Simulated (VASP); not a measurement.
Input of a VASP 6.6.1 run:

INCAR

```
ALGO = Normal ; EDIFF = 1E-6
ENCUT = 520 ; ISIF = 2
ISMEAR = 0 ; LASPH = True
LCHARG = False ; LREAL = False
LWAVE = False ; NBANDS = 16
NELM = 100 ; PREC = Accurate
SIGMA = 0.05
```

File KPOINTS:

```
k-points
0
Gamma
  10 10 10
```

Contents of POSCAR:

```
ZnSe
1.0
    0.0000000000      3.2713831349      2.1263990377
    3.2713831349      0.0000000000      2.1263990377
    3.2713831349      3.2713831349      0.0000000000
Zn Se
1 1
Direct
    0.0000000000      0.0000000000      0.0000000000
    0.7500000000      0.7500000000      0.7500000000
```

Potentials or basis: VASP PAW LDA potentials, release 64 (Zn, Se).

The run is started by

```sh
$ cat potpaw_LDA.64/Zn/POTCAR potpaw_LDA.64/Se/POTCAR > POTCAR
$ mpirun -np 1 vasp_std > vasp.out
```

(1) Estimate the band gap on the k mesh.

(2) Estimate the pressure.

Answers

(1) 0.08 eV.

(2) -6.6 GPa.

Caveat: the stress differs along the axes, from -10 to 0 GPa; semilocal functionals underestimate gaps, and a narrow one can read as zero.
